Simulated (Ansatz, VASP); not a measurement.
Two plane-wave programs on Be2Ga2C3

```
Be Ga C
1.0
     2.65339    1.53194    3.30215
    -2.65339    1.53194    3.30215
     0.00000   -3.06387    3.30215
Be Ga C
2 2 3
Cartesian
  0.0000 0.0000 2.4073
  0.0000 0.0000 7.4991
  0.0000 0.0000 0.0000
  0.0000 0.0000 4.9532
  0.0000 -1.5319 1.6511
  1.3267 0.7660 1.6511
  -1.3267 0.7660 1.6511
```

Alike in both runs: functional PBE; k mesh 9 × 9 × 9; occupations gaussian, width 0.1 eV; no spin polarisation.

Ansatz relaxed the structure, and its values are those at the end. VASP's run is a single point on that final structure, the one shown.

|  | VASP | Ansatz |
| --- | --- | --- |
| version | VASP 6.6.1 | Ansatz 0.2.0 |
| potentials or method | VASP PAW PBE potentials, release 64 (Be, Ga_d, C), cutoff 520 eV | scalar-relativistic, plane waves, PAW |
| valence electrons in the cell | 42 | 42 |

Ansatz gave:

| Item | Value |
| --- | --- |
| gap on the k mesh at the Fermi level (eV) | none |
| pressure (GPa) | 0.0 |
| rms of the force components (eV/Å) | 0.001 |

Which values does VASP return?

gap on the k mesh at the Fermi level (eV): none; pressure (GPa): 0.2; rms of the force components (eV/Å): 0.009.

A gap of «none» marks a metal or a gap that the smearing closes.
